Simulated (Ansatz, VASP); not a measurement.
# CdO5: VASP beside Ansatz

The input INCAR:

```
ALGO = Normal
EDIFF = 1E-6
ENCUT = 520
GGA = PE
ISIF = 2
ISMEAR = 0
ISPIN = 2
LASPH = True
LCHARG = False
LORBIT = 11
LREAL = False
LWAVE = False
MAGMOM = 0 1 1 1 1 1
NBANDS = 34
NELM = 150
PREC = Accurate
SIGMA = 0.1
```

KPOINTS

```
k-points
0
Gamma
  6 6 6
```

POSCAR

```
CdO5
1.0
    1.6118302339     -8.0688944761      0.0000000000
    1.6118302339      8.0688944761      0.0000000000
    0.0000000000      0.0000000000      3.3133454081
Cd O
1 5
Direct
    0.0000000000      0.0000000000      0.0000000000
    0.5000000000      0.5000000000      0.5000000000
    0.5364408504      0.9611444466      0.7926820592
    0.4635591496      0.0388555534      0.7926820592
    0.9611444466      0.5364408504      0.2073179408
    0.0388555534      0.4635591496      0.2073179408
```

Input for Ansatz:

```yaml
crystal:
  lattice:
    - [1.6118302339, -8.0688944761, 0.0]
    - [1.6118302339, 8.0688944761, 0.0]
    - [0.0, 0.0, 3.3133454081]
  atoms:
    - { symbol: Cd, position: [0.0, 0.0, 0.0] }
    - { symbol: O, position: [0.5, 0.5, 0.5], spin: 1.0 }
    - { symbol: O, position: [0.5364408504, 0.9611444466, 0.7926820592], spin: 1.0 }
    - { symbol: O, position: [0.4635591496, 0.0388555534, 0.7926820592], spin: 1.0 }
    - { symbol: O, position: [0.9611444466, 0.5364408504, 0.2073179408], spin: 1.0 }
    - { symbol: O, position: [0.0388555534, 0.4635591496, 0.2073179408], spin: 1.0 }
basis:
  ecutwfc: 420
kpoints:
  mp_grid: { grid: [6, 6, 6] }
hamiltonian:
  xc: pbe
scf:
  occupations: { method: gaussian, width: 0.1 }
  lower_state_search: "off"
output:
  forces: true
  stress: true
  eigenvalues: true
  populations: true
magnetization:
  spin_polarized: true
```

Alike in both runs: task single point; functional PBE; k mesh 6 × 6 × 6; occupations gaussian, width 0.1 eV; collinear spin.

|  | VASP | Ansatz |
| --- | --- | --- |
| version | VASP 6.6.1 | Ansatz 0.2.0 |
| potentials or method | VASP PAW PBE potentials, release 64 (Cd, O), cutoff 520 eV | scalar-relativistic, plane waves, PAW |
| valence electrons in the cell | 42 | 50 |

Ansatz gave:

* pressure (GPa): 0.0
* traceless stress, the component that is largest in VASP (GPa): 0.34
* rms of the force components (eV/Å): 0.006
* net moment per atom (μB): 0.00

Task: Estimate VASP's values.

Result: Pressure (GPa): 2.0; traceless stress, the component that is largest in VASP (GPa): 3.62; rms of the force components (eV/Å): 0.573; net moment per atom (μB): 0.00.

Atom by atom the forces differ by 0.579 eV/Å (rms over components). The functional is the same, so the differences come from potentials, cutoffs and numerics. VASP's potentials hold 42 valence electrons a cell and Ansatz's 50, so a difference there can come from the potentials and not from the codes. Ansatz's warnings: seeded moment not kept.

Noted on VASP's run: the standard files for N, O and F lose accuracy on very short bonds.
